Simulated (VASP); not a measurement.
Set up this calculation in VASP 6.6.1, as the native input.

```
Task                   : single point
Functional             : PBE
Potentials or basis    : VASP PAW PBE potentials, release 64 (C)
Cutoff                 : 520 eV
k mesh                 : 6 × 6 × 6
Occupations            : gaussian, width 0.05 eV
Spin                   : no spin polarisation
Dipole correction      : no
Further INCAR settings : ALGO = Normal; EDIFF = 1e-06; NBANDS = 26
```

The structure of C lies in POSCAR:

```
C
1.0
    3.5714750638      0.0000000000      0.0000000000
    0.0000000000     -3.5714750638      0.0000000000
    0.0000000000      0.0000000000     -3.5714750638
C
8
Direct
    0.5000000000      0.0000000000     -0.0209997266
    0.0000000000      0.5000000000      0.0000000000
    0.0000000000      0.0000000000      0.5000000000
    0.5000000000      0.5000000000      0.5000000000
    0.7500000000      0.7500000000      0.7500000000
    0.2500000000      0.2500000000      0.7500000000
    0.2500000000      0.7500000000      0.2500000000
    0.7500000000      0.2500000000      0.2500000000
```

This cell differs from its parent crystal: atom 1 (C) moved +0.075 Å along Cartesian [0 0 1].

The input as run:

INCAR

```
SYSTEM = C
ALGO = Normal ; EDIFF = 1E-6
ENCUT = 520 ; GGA = PE
ISIF = 2 ; ISMEAR = 0
LASPH = .TRUE. ; LCHARG = .FALSE.
LREAL = .FALSE. ; LWAVE = .FALSE.
NBANDS = 26 ; NELM = 80
PREC = Accurate ; SIGMA = 0.05
```

KPOINTS

```
k-points
0
G
  6 6 6
  0 0 0
```

Potentials or basis: VASP PAW PBE potentials, release 64 (C).

Launch:

```sh
$ cat potpaw_PBE.64/C/POTCAR > POTCAR
$ mpirun -np 1 vasp_std > vasp.out
```

It gave:

- Pressure: 1.3 GPa
- Largest force: 3.295 eV/Å
- Band gap on the k mesh: 3.82 eV

Caveat: the cell differs from its parent crystal (atom 1 (C) moved +0.075 Å along Cartesian [0 0 1]); forces of over 1 eV/Å act on the atoms, so gaps and moduli don't describe the material at rest.

It took 23 s on 1 thread of Intel(R) Xeon(R) 6975P-C (Granite Rapids), on a shared host, peak memory 0.17 GiB.
